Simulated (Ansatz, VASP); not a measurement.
## One calculation of SrCl2, two programs

Contents of POSCAR:

```
SrCl2
1.0
    0.0000000000      3.4974590156      3.4974590156
    3.4974590156      0.0000000000      3.4974590156
    3.4974590156      3.4974590156      0.0000000000
Sr Cl
1 2
Direct
    0.0000000000      0.0000000000      0.0000000000
    0.2500000000      0.2500000000      0.2500000000
    0.7500000000      0.7500000000      0.7500000000
```

File INCAR.step1:

```
SYSTEM = SrCl2
PREC = Accurate
ENCUT = 520
ISMEAR = 0
SIGMA = 0.02
LREAL = .False.
LASPH = .True.
NELM = 80
NBANDS = 19
GGA = PE
ALGO = Normal
EDIFF = 1E-4
LWAVE = .True.
LCHARG = .False.
```

Contents of INCAR.step2:

```
SYSTEM = SrCl2
PREC = Accurate
ENCUT = 520
EDIFF = 1E-6
ISMEAR = 0
SIGMA = 0.02
LREAL = .False.
LASPH = .True.
NELM = 80
ALGO = Normal
ISIF = 2
LWAVE = .False.
LCHARG = .False.
METAGGA = R2SCAN
LMIXTAU = .True.
NBANDS = 19
ISTART = 1
```

File KPOINTS:

```
Automatic mesh
0
Gamma
  6 6 6
  0 0 0
```

Input for Ansatz:

```yaml
crystal:
  lattice:
    - [0.0, 3.4974590156, 3.4974590156]
    - [3.4974590156, 0.0, 3.4974590156]
    - [3.4974590156, 3.4974590156, 0.0]
  atoms:
    - { symbol: Sr, position: [0.0, 0.0, 0.0] }
    - { symbol: Cl, position: [0.25, 0.25, 0.25] }
    - { symbol: Cl, position: [0.75, 0.75, 0.75] }
basis:
  ecutwfc: 500
kpoints:
  mp_grid: { grid: [6, 6, 6] }
  band_path:
    path:
      - [[0.0, 0.0, 0.0], [0.5, 0.0, 0.5], [0.625, 0.25, 0.625]]
      - [[0.375, 0.375, 0.75], [0.0, 0.0, 0.0], [0.5, 0.5, 0.5], [0.5, 0.25, 0.75], [0.5, 0.0, 0.5]]
    npoints: 14
hamiltonian:
  xc: r2scan
scf:
  occupations: { method: gaussian, width: 0.02 }
  n_extra_bands: 7
output:
  forces: true
  stress: true
  eigenvalues: true
  populations: true
  dos: { projected: true, de: 0.02, nscf_kmesh: { grid: [9, 9, 9] } }
  bader: true
  write_density: true
  write_potential: true
  elf: true
  volumetric_format: npy
```

Alike in both runs: task single point; functional r2SCAN; k mesh 6 × 6 × 6; occupations gaussian, width 0.02 eV; no spin polarisation.

|  | VASP | Ansatz |
| --- | --- | --- |
| version | VASP 6.6.1 | Ansatz 0.2.0 |
| potentials or method | VASP PAW PBE potentials, release 64 (Sr_sv, Cl), cutoff 520 eV | scalar-relativistic, plane waves, PAW |
| valence electrons in the cell | 24 | 24 |

```tsv
	VASP	Ansatz	Ansatz less VASP
gap on the k mesh at the Fermi level (eV)	5.94	5.94	0.000
least direct gap on the mesh (eV)	5.99	5.99	0.000
pressure (GPa)	0.0	0.0	-0.04
```

VASP's potentials were made for PBE, not for r2SCAN.
